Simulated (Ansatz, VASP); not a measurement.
# Two plane-wave programs on MgHgSe2

```
CELL_PARAMETERS angstrom
4.49504 0.00000 0.00000
0.00000 4.49504 0.00000
0.00000 0.00000 6.23684
ATOMIC_POSITIONS crystal
Mg 0.00000 0.00000 0.00000
Se 0.00000 0.50000 0.23740
Se 0.50000 0.00000 0.76260
Hg 0.50000 0.50000 0.50000
```

Change from the starting cell: hydrostatic strain +4.2%.

Alike in both runs: task single point; functional PBE; k mesh 6 × 6 × 4; occupations fermi-dirac, width 0.02 eV; no spin polarisation.

|  | VASP | Ansatz |
| --- | --- | --- |
| version | VASP 6.6.1 | Ansatz 0.2.0 |
| potentials or method | VASP PAW PBE potentials, release 64 (Mg, Se, Hg) | plane waves, PAW |
| plane-wave cutoff (eV) | 520 | 420 |
| valence electrons in the cell | 26 | 62 |

VASP gave:

| Quantity | Value |
| --- | --- |
| pressure (GPa) | -3.2 |
| rms of the force components (eV/Å) | 0.027 |

Q: Which values does Ansatz return?

A: Pressure (GPa): -3.3; rms of the force components (eV/Å): 0.016.

The functional is the same, so the differences come from potentials, cutoffs and numerics. VASP's potentials hold 26 valence electrons a cell and Ansatz's 62, so a difference there can come from the potentials and not from the codes.

Spin-orbit coupling is off throughout.
